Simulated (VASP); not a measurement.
# LiIn4 (P-3m1) in VASP: notebook

Runs on LiIn4. Level: PBE. Tasks: single point, relaxation of cell and atoms.

All numbers are computed with VASP 6.6.1; they aren't measurements. Logs are shortened: lines on timing, memory, paths and dates and some standing lists are left out, and cuts for length are marked.

## Step 1: The cell of the first run

It takes space group P-3m1 (No. 164, trigonal). The conventional cell has a = 3.388 Å, b = 3.388 Å, c = 12.674 Å, α = 90.00°, β = 90.00°, γ = 120.00°. Li (site symmetry -3m) has 6 In at 3.14 Å and 6 Li at 3.39 Å within 4.1 Å. Within 4.3 Å of In (site symmetry 3m) lie 12 In at 3.24 to 3.39 Å. Within 4.1 Å of In (site symmetry 3m) lie 3 Li at 3.14 Å and 9 In at 3.24 to 3.39 Å.

The cell was built from a structure type or drawn by symmetry, and may not be a known phase.

## Step 2: Single point, PBE

Input file INCAR:

```
SYSTEM = LiIn4
PREC = Accurate ; ENCUT = 520
EDIFF = 1E-6 ; ISMEAR = 0
SIGMA = 0.1 ; LREAL = .FALSE.
LASPH = .TRUE. ; NELM = 60
ALGO = Normal ; ISIF = 2
LWAVE = .FALSE. ; LCHARG = .FALSE.
GGA = PE ; NBANDS = 36
```

Input file KPOINTS:

```
regular mesh
0
G
  6 6 2
  0 0 0
```

Input file POSCAR:

```
LiIn4
1.0
    3.3879757700      0.0000000000      0.0000000000
   -1.6939878900      2.9340730900      0.0000000000
    0.0000000000      0.0000000000     12.6736354400
Li In
1 4
Direct
    0.0000000000      0.0000000000      0.5000000000
    0.3333333300      0.6666666700      0.8979436000
    0.6666666700      0.3333333300      0.1020564000
    0.3333333300      0.6666666700      0.3061691900
    0.6666666700      0.3333333300      0.6938308100
```

Potentials or basis: VASP PAW PBE potentials, release 64 (Li_sv, In_d).

Command:

```sh
> cat potpaw_PBE.64/Li_sv/POTCAR potpaw_PBE.64/In_d/POTCAR > POTCAR
> mpirun -np 1 vasp_std > vasp.out
```

OUTCAR:

```text
SYSTEM = LiIn4
   PREC = Accurate
   ENCUT = 520
   EDIFF = 1E-6
   ISMEAR = 0
   LREAL = .FALSE.
   LASPH = .TRUE.
   NELM = 60
   ISIF = 2
   GGA = PE

 ion  position               nearest neighbor table
   1  0.000  0.000  0.500-   4 3.14   5 3.14   5 3.14   4 3.14   5 3.14   4 3.14
   2  0.333  0.667  0.898-   5 3.24   5 3.24   5 3.24   3 3.24   3 3.24   3 3.24
   3  0.667  0.333  0.102-   4 3.24   4 3.24   4 3.24   2 3.24   2 3.24   2 3.24
   4  0.333  0.667  0.306-   1 3.14   1 3.14   1 3.14   3 3.24   3 3.24   3 3.24
   5  0.667  0.333  0.694-   1 3.14   1 3.14   1 3.14   2 3.24   2 3.24   2 3.24

  LATTYP: Found a hexagonal cell.
 ALAT       =     3.3879757700
 C/A-ratio  =     3.7407692086

  Lattice vectors:

 A1 = (   3.3879757700,   0.0000000000,   0.0000000000)
 A2 = (  -1.6939878900,   2.9340730900,   0.0000000000)
 A3 = (   0.0000000000,   0.0000000000,  12.6736354400)

Analysis of symmetry for initial positions (statically):
=====================================================================
 Subroutine PRICEL returns:
 Original cell was already a primitive cell.

 Routine SETGRP: Setting up the symmetry group for a
 hexagonal supercell.

 Subroutine GETGRP returns: Found 12 space group operations
 (whereof 12 operations were pure point group operations)
 out of a pool of 24 trial point group operations.

The static configuration has the point symmetry D_3d.

Analysis of symmetry for dynamics (positions and initial velocities):
=====================================================================
 Subroutine PRICEL returns:
 Original cell was already a primitive cell.

 Routine SETGRP: Setting up the symmetry group for a
 hexagonal supercell.

 Subroutine GETGRP returns: Found 12 space group operations
 (whereof 12 operations were pure point group operations)
 out of a pool of 24 trial point group operations.

The dynamic configuration has the point symmetry D_3d.

 Subroutine INISYM returns: Found 12 space group operations
 (whereof 12 operations are pure point group operations),
 and found     1 'primitive' translations

----------------------------------------------------------------------------------------

                                     Primitive cell

  volume of cell :     125.9831

  direct lattice vectors                    reciprocal lattice vectors
     3.387975770  0.000000000  0.000000000     0.295161497  0.170411570  0.000000000
    -1.693987890  2.934073090  0.000000000     0.000000000  0.340823139  0.000000000
     0.000000000  0.000000000 12.673635440     0.000000000  0.000000000  0.078903958

  length of vectors
     3.387975770  3.387975778 12.673635440     0.340823140  0.340823139  0.078903958

  position of ions in fractional coordinates (direct lattice)
     0.000000000  0.000000000  0.500000000
     0.333333330  0.666666670  0.897943600
     0.666666670  0.333333330  0.102056400
     0.333333330  0.666666670  0.306169190
     0.666666670  0.333333330  0.693830810

  ion indices of the primitive-cell ions
   primitive index   ion index
                 1           1
                 2           2
                 3           3
                 4           4
                 5           5

----------------------------------------------------------------------------------------

 KPOINTS: regular mesh

Automatic generation of k-mesh.
 Grid dimensions read from file:
 generate k-points for:    6    6    2

 Generating k-lattice:

  Cartesian coordinates                     Fractional coordinates (reciprocal lattice)
     0.049193583  0.028401928  0.000000000     0.166666667  0.000000000  0.000000000
     0.000000000  0.056803856  0.000000000     0.000000000  0.166666667  0.000000000
     0.000000000  0.000000000  0.039451979     0.000000000  0.000000000  0.500000000

  Length of vectors
     0.056803857  0.056803856  0.039451979

  Shift w.r.t. Gamma in fractional coordinates (k-lattice)
     0.000000000  0.000000000  0.000000000

 Subroutine IBZKPT returns following result:
 ===========================================

 Found     14 irreducible k-points:

 Following reciprocal coordinates:
            Coordinates               Weight
  0.000000  0.000000  0.000000      1.000000
  0.166667  0.000000  0.000000      6.000000
  0.333333  0.000000  0.000000      6.000000
  0.500000 -0.000000  0.000000      3.000000
  0.166667  0.166667  0.000000      6.000000
  0.333333  0.166667  0.000000     12.000000
  0.333333  0.333333  0.000000      2.000000
  0.000000  0.000000  0.500000      1.000000
  0.166667  0.000000  0.500000      6.000000
  0.333333  0.000000  0.500000      6.000000
  0.500000 -0.000000  0.500000      3.000000
  0.166667  0.166667  0.500000      6.000000
  0.333333  0.166667  0.500000     12.000000
  0.333333  0.333333  0.500000      2.000000
   k-points           NKPTS =     14   k-points in BZ     NKDIM =     14   number of bands    NBANDS=     36
   number of dos      NEDOS =    301   number of ions     NIONS =      5
   total plane-waves  NPLWV =  75264
   dimension x,y,z NGX =    28 NGY =   28 NGZ =   96
   dimension x,y,z NGXF=    56 NGYF=   56 NGZF=  192
   ions per type =               1   4
   NGX,Y,Z   is equivalent  to a cutoff of  13.74, 13.74, 12.59 a.u.
   NGXF,Y,Z  is equivalent  to a cutoff of  27.48, 27.48, 25.19 a.u.
 SYSTEM =  LiIn4
   PREC   = accura    normal or accurate (medium, high low for compatibility)
   ISTART =      0    job   : 0-new  1-cont  2-samecut
   ICHARG =      2    charge: 1-file 2-atom 10-const
   ISPIN  =      1    spin polarized calculation?
   LNONCOLLINEAR =      F non collinear calculations
   LSORBIT =      F    spin-orbit coupling
   LASPH  =      T    aspherical Exc in radial PAW
   ENCUT  =  520.0 eV  38.22 Ry    6.18 a.u.   6.30  6.30 23.56*2*pi/ulx,y,z
   NELM   =     60;   NELMIN=  2; NELMDL= -5     # of ELM steps
   EDIFF  = 0.1E-05   stopping-criterion for ELM
   LREAL  =      F    real-space projection
   EDIFFG = 0.1E-04   stopping-criterion for IOM
   NSW    =      0    number of steps for IOM
   IBRION =     -1    ionic relax: 0-MD 1-quasi-New 2-CG
   NFREE  =      0    steps in history (QN), initial steepest desc. (CG)
   ISIF   =      2    stress and relaxation
   ISYM   =      2    0-nonsym 1-usesym 2-fastsym
   POTIM  = 0.5000    time-step for ionic-motion
   TEBEG  =    0.0;   TEEND  =   0.0 temperature during run
   PSTRESS=    0.0 pullay stress
   NELECT =      55.0000    total number of electrons
   NUPDOWN=      -1.0000    fix difference up-down
   EMIN   =  10.00;   EMAX   =-10.00  energy-range for DOS
   EFERMI =   0.00;   METHOD = LEGACY
   ISMEAR =     0;   SIGMA  =   0.10  broadening in eV -4-tet -1-fermi 0-gaus
   EFERMI_NEDOS =   21; number of points for ismear=-14 and -15
   IALGO  =     38    algorithm
   IMIX   =      4    mixing-type and parameters
     AMIX     =   0.40;   BMIX     =  1.00
     AMIX_MAG =   1.60;   BMIX_MAG =  1.00
  volume/ion in A,a.u.               =      25.20       170.04
  Fermi-wavevector in a.u.,A,eV,Ry     =   1.241914  2.346877 20.984957  1.542351
  Thomas-Fermi vector in A             =   2.376291
   LORBIT       =      0    0 simple, 1 ext, 2 COOP (PROOUT), +10 PAW based schemes
   GGA     = PE    functional components
   LHFCALC =     F    Hartree Fock is set to
   AEXX    =    0.0000 exact exchange contribution
   IVDW    =     0    specifies the selected vdW correction
   LEPSILON=     F    determine dielectric tensor
   LRPA    =     F    only Hartree local field effects (RPA)
 non-spin polarized calculation
 Gauss-broadening in eV      SIGMA  =   0.10
  energy-cutoff  :      520.00
  volume of cell :      125.98
 maximum number of plane-waves:      3420
 NGX is ok and might be reduce to    28
   NGX = 13   NGY = 13   NGZ = 47

 number of electron      54.9999997 magnetization

 Free energy of the ion-electron system (eV)
  ---------------------------------------------------
  ext. energy  EPLUGINS =         0.00000000
  ---------------------------------------------------
  free energy    TOTEN  =       -12.49467703 eV

  energy without entropy =      -12.47845456  energy(sigma->0) =      -12.48656579

 E-fermi :   6.3167     XC(G=0):  -9.6802

 val. band max:        6.3142740951   @ k =   0.3333   0.1667   0.0000
 cond. band min:       6.4293472943   @ k =   0.3333   0.0000   0.0000
 fundamental gap:      0.1150731992
 Fermi energy:         6.3167329247

 k-point     1 :       0.0000    0.0000    0.0000
  band No.  band energies     occupation
      1     -40.5779      2.00000
      2      -8.3939      2.00000
      3      -8.3510      2.00000
      4      -8.3510      2.00000
      5      -8.3378      2.00000
      6      -8.3378      2.00000
[... 28 lines left out ...]
     35      15.5335      0.00000
     36      15.5361      0.00000

 k-point     2 :       0.1667    0.0000    0.0000
  band No.  band energies     occupation
      1     -40.5771      2.00000
      2      -8.4140      2.00000
      3      -8.3720      2.00000
      4      -8.3280      2.00000
      5      -8.3117      2.00000
      6      -8.3002      2.00000
[... 28 lines left out ...]
     35      13.9479      0.00000
     36      14.0010      0.00000

 k-point     3 :       0.3333    0.0000    0.0000
  band No.  band energies     occupation
      1     -40.5753      2.00000
      2      -8.4830      2.00000
      3      -8.4241      2.00000
      4      -8.3764      2.00000
      5      -8.3659      2.00000
      6      -8.3170      2.00000
[... 28 lines left out ...]
     35      11.6721      0.00000
     36      12.4642      0.00000
[... 352 lines left out ...]
 k-point    13 :       0.3333    0.1667    0.5000
  band No.  band energies     occupation
      1     -40.5745      2.00000
      2      -8.4422      2.00000
      3      -8.4362      2.00000
      4      -8.3840      2.00000
      5      -8.3572      2.00000
      6      -8.3409      2.00000
[... 28 lines left out ...]
     35      10.4249      0.00000
     36      11.1474      0.00000

 k-point    14 :       0.3333    0.3333    0.5000
  band No.  band energies     occupation
      1     -40.5740      2.00000
      2      -8.4520      2.00000
      3      -8.3763      2.00000
      4      -8.3763      2.00000
      5      -8.2944      2.00000
      6      -8.2944      2.00000
[... 28 lines left out ...]
     35       9.7080      0.00000
     36      10.2820      0.00000

------------------------ aborting loop because EDIFF is reached ----------------------------------------

  FORCE on cell =-STRESS in cart. coord.  units (eV):
  Direction    XX          YY          ZZ          XY          YZ          ZX
  --------------------------------------------------------------------------------------
  -------------------------------------------------------------------------------------
  Total        0.2682214      0.2682214      1.2422813     -0.0000000      0.0000000      0.0000000
  in kB        3.4110778      3.4110778     15.7985810     -0.0000000      0.0000000      0.0000000
  external PRESSURE =       7.5402455 kB  Pullay stress =       0.0000000 kB

 VOLUME and BASIS-vectors are now :
 -----------------------------------------------------------------------------
  energy-cutoff  :      520.00
  volume of cell :      125.98
      direct lattice vectors                 reciprocal lattice vectors
     3.387975770  0.000000000  0.000000000     0.295161497  0.170411570  0.000000000
    -1.693987890  2.934073090  0.000000000     0.000000000  0.340823139  0.000000000
     0.000000000  0.000000000 12.673635440     0.000000000  0.000000000  0.078903958

 POSITION                                       TOTAL-FORCE (eV/Angst)
 -----------------------------------------------------------------------------------
      0.00000      0.00000      6.33682         0.000000      0.000000      0.000000
     -0.00000      1.95605     11.38021        -0.000000      0.000000      0.086450
      1.69399      0.97802      1.29343         0.000000     -0.000000     -0.086450
     -0.00000      1.95605      3.88028         0.000000      0.000000      0.465219
      1.69399      0.97802      8.79336        -0.000000      0.000000     -0.465219
 -----------------------------------------------------------------------------------
    total drift:                                0.000000     -0.000000      0.000000

  FREE ENERGIE OF THE ION-ELECTRON SYSTEM (eV)
  ---------------------------------------------------
  free  energy   TOTEN  =       -12.4946770294 eV

  energy  without entropy=      -12.4784545565  energy(sigma->0) =      -12.48656579
```

Wall time 77 s (1 thread of Intel Xeon Platinum 8488C (Sapphire Rapids), shared host); peak memory 0.26 GiB.

What came out:

```yaml
Free_energy: -12.4947 eV
Largest_force: 0.465 eV/Å
Band_gap_on_the_k_mesh: zero (an odd number of electrons rules out a gap without spin polarisation)
```

Forces in eV/Å, atoms in the order of the input:
```
Li   0.000  0.000  0.000
In   0.000  0.000  0.086
In   0.000  0.000 -0.086
In   0.000  0.000  0.465
In   0.000  0.000 -0.465
```

Caveat: the cutoff is under 1.25 times the usual one of these potentials, so pressure, stress and relaxed cells hold a basis-set (Pulay) error; spin-orbit coupling is left out, which moves the levels of the heavy elements.

(Continued in part 2 of 3.)
